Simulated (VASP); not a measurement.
# CdS (l) (F-43m) in VASP: a series of runs, part 2 of 2

VASP 6.6.1. Earlier steps stand in the parts before.

**3. Single point, LDA**

The input, INCAR:

```
SYSTEM = CdS
PREC = Accurate
ENCUT = 500
EDIFF = 1E-6
ISMEAR = 0
SIGMA = 0.02
LREAL = .FALSE.
LASPH = .TRUE.
NELM = 120
ALGO = Normal
ISIF = 2
LWAVE = .FALSE.
LCHARG = .TRUE.
LELF = .TRUE.
LVHAR = .TRUE.
NBANDS = 16
GGA_COMPAT = .FALSE.
```

The input, KPOINTS:

```
regular mesh
0
G
  8 8 8
  0 0 0
```

The input, POSCAR:

```
CdS
1.0
    0.0000000000      2.8782715545      2.8782715545
    2.8782715545      0.0000000000      2.8782715545
    2.8782715545      2.8782715545      0.0000000000
Cd S
1 1
Direct
    0.0000000000      0.0000000000      0.0000000000
    0.2500000000      0.2500000000      0.2500000000
```

Potentials or basis: VASP PAW LDA potentials, release 64 (Cd, S).

Command:

```console
cat potpaw_LDA.64/Cd/POTCAR potpaw_LDA.64/S/POTCAR > POTCAR
mpirun -np 1 vasp_std > vasp.out
```

OUTCAR:

```text
SYSTEM = CdS
   PREC = Accurate
   ENCUT = 500
   EDIFF = 1E-6
   ISMEAR = 0
   LREAL = .FALSE.
   LASPH = .TRUE.
   NELM = 120
   ISIF = 2

 ion  position               nearest neighbor table
   1  0.000  0.000  0.000-   2 2.49   2 2.49   2 2.49   2 2.49
   2  0.250  0.250  0.250-   1 2.49   1 2.49   1 2.49   1 2.49

  LATTYP: Found a face centered cubic cell.
 ALAT       =     5.7565431090

  Lattice vectors:

 A1 = (   0.0000000000,   2.8782715545,   2.8782715545)
 A2 = (   2.8782715545,   0.0000000000,   2.8782715545)
 A3 = (   2.8782715545,   2.8782715545,   0.0000000000)

Analysis of symmetry for initial positions (statically):
=====================================================================
 Subroutine PRICEL returns:
 Original cell was already a primitive cell.

 Routine SETGRP: Setting up the symmetry group for a
 face centered cubic supercell.

 Subroutine GETGRP returns: Found 24 space group operations
 (whereof 24 operations were pure point group operations)
 out of a pool of 48 trial point group operations.

The static configuration has the point symmetry T_d .

Analysis of symmetry for dynamics (positions and initial velocities):
=====================================================================
 Subroutine PRICEL returns:
 Original cell was already a primitive cell.

 Routine SETGRP: Setting up the symmetry group for a
 face centered cubic supercell.

 Subroutine GETGRP returns: Found 24 space group operations
 (whereof 24 operations were pure point group operations)
 out of a pool of 48 trial point group operations.

The dynamic configuration has the point symmetry T_d .

 Subroutine INISYM returns: Found 24 space group operations
 (whereof 24 operations are pure point group operations),
 and found     1 'primitive' translations

----------------------------------------------------------------------------------------

                                     Primitive cell

  volume of cell :      47.6898
[... 109 lines left out ...]
     AMIX_MAG =   1.60;   BMIX_MAG =  1.00
  volume/ion in A,a.u.               =      23.84       160.91
  Fermi-wavevector in a.u.,A,eV,Ry     =   1.183107  2.235747 19.044638  1.399741
  Thomas-Fermi vector in A             =   2.319348
   LORBIT       =      0    0 simple, 1 ext, 2 COOP (PROOUT), +10 PAW based schemes
   GGA     = CA    functional components
   LHFCALC =     F    Hartree Fock is set to
   AEXX    =    0.0000 exact exchange contribution
   IVDW    =     0    specifies the selected vdW correction
   LEPSILON=     F    determine dielectric tensor
   LRPA    =     F    only Hartree local field effects (RPA)
 non-spin polarized calculation
 Gauss-broadening in eV      SIGMA  =   0.02
  energy-cutoff  :      500.00
  volume of cell :       47.69
 maximum number of plane-waves:      1243
 NGX is ok and might be reduce to    30
   NGX = 15   NGY = 15   NGZ = 15

 number of electron      18.0000008 magnetization

 Free energy of the ion-electron system (eV)
  ---------------------------------------------------
  ext. energy  EPLUGINS =         0.00000000
  ---------------------------------------------------
  free energy    TOTEN  =        -7.40660084 eV

  energy without entropy =       -7.40660084  energy(sigma->0) =       -7.40660084

 E-fermi :   1.5880     XC(G=0):  -9.7670

 val. band max:        1.4832617268   @ k =   0.0000   0.0000   0.0000
 cond. band min:       2.4605521043   @ k =   0.0000   0.0000   0.0000
 fundamental gap:      0.9772903775
 Fermi energy:         1.5880380138

 k-point     1 :       0.0000    0.0000    0.0000
  band No.  band energies     occupation
      1     -11.1274      2.00000
      2      -6.4547      2.00000
      3      -6.4547      2.00000
      4      -6.4547      2.00000
      5      -5.9140      2.00000
      6      -5.9140      2.00000
[... 433 lines left out ...]
      3      -6.2293      2.00000
      4      -5.9484      2.00000
      5      -5.8848      2.00000
      6      -5.3615      2.00000
[... 8 lines left out ...]
     15      13.7122      0.00000
     16      14.6915      0.00000

 [... further k-points ...]

------------------------ aborting loop because EDIFF is reached ----------------------------------------

  FORCE on cell =-STRESS in cart. coord.  units (eV):
  Direction    XX          YY          ZZ          XY          YZ          ZX
  --------------------------------------------------------------------------------------
  -------------------------------------------------------------------------------------
  Total        0.1634310      0.1634310      0.1634310      0.0000000     -0.0000000      0.0000000
  in kB        5.4905978      5.4905978      5.4905978      0.0000000     -0.0000000      0.0000000
  external PRESSURE =       5.4905978 kB  Pullay stress =       0.0000000 kB

 VOLUME and BASIS-vectors are now :
 -----------------------------------------------------------------------------
  energy-cutoff  :      500.00
  volume of cell :       47.69
      direct lattice vectors                 reciprocal lattice vectors
     0.000000000  2.878271554  2.878271554    -0.173715367  0.173715367  0.173715367
     2.878271554  0.000000000  2.878271554     0.173715367 -0.173715367  0.173715367
     2.878271554  2.878271554  0.000000000     0.173715367  0.173715367 -0.173715367

 POSITION                                       TOTAL-FORCE (eV/Angst)
 -----------------------------------------------------------------------------------
      0.00000      0.00000      0.00000        -0.000000     -0.000000     -0.000000
      1.43914      1.43914      1.43914         0.000000      0.000000      0.000000
 -----------------------------------------------------------------------------------
    total drift:                               -0.000000     -0.000000     -0.000000

  FREE ENERGIE OF THE ION-ELECTRON SYSTEM (eV)
  ---------------------------------------------------
  free  energy   TOTEN  =        -7.4066008397 eV

  energy  without entropy=       -7.4066008397  energy(sigma->0) =       -7.40660084
```

OSZICAR:

```text
N       E                     dE             d eps       ncg     rms          rms(c)
DAV:   1     0.104064369573E+03    0.10406E+03   -0.90462E+03   960   0.101E+03
DAV:   2    -0.396331208169E+01   -0.10803E+03   -0.10223E+03  1104   0.251E+02
DAV:   3    -0.789811408618E+01   -0.39348E+01   -0.39263E+01  1136   0.499E+01
DAV:   4    -0.792120933247E+01   -0.23095E-01   -0.23092E-01  1176   0.379E+00
DAV:   5    -0.792150257447E+01   -0.29324E-03   -0.29324E-03  1144   0.403E-01    0.884E+00
DAV:   6    -0.743894687960E+01    0.48256E+00   -0.76576E-01  1400   0.120E+01    0.691E+00
DAV:   7    -0.741196367914E+01    0.26983E-01   -0.16168E-01  1200   0.290E+00    0.316E+00
DAV:   8    -0.740702717919E+01    0.49365E-02   -0.17699E-02  1032   0.168E+00    0.258E-01
DAV:   9    -0.740660651517E+01    0.42066E-03   -0.20023E-03  1232   0.709E-01    0.492E-02
DAV:  10    -0.740659452447E+01    0.11991E-04   -0.16659E-04  1056   0.164E-01    0.537E-02
DAV:  11    -0.740660524136E+01   -0.10717E-04   -0.43524E-05  1192   0.647E-02    0.151E-02
DAV:  12    -0.740660071810E+01    0.45233E-05   -0.15869E-05  1376   0.545E-02    0.711E-03
DAV:  13    -0.740660083972E+01   -0.12161E-06   -0.11934E-06   872   0.798E-03
   1 F= -.74066008E+01 E0= -.74066008E+01  d E =-.796121E-16
```

Wall time 11 s (1 thread of Intel Xeon 6975P-C (Granite Rapids), shared host); peak memory 0.15 GiB.

Results:

```
Free energy            : -7.4066 eV
Pressure               : 0.5 GPa
Band gap on the k mesh : 0.98 eV, direct
```
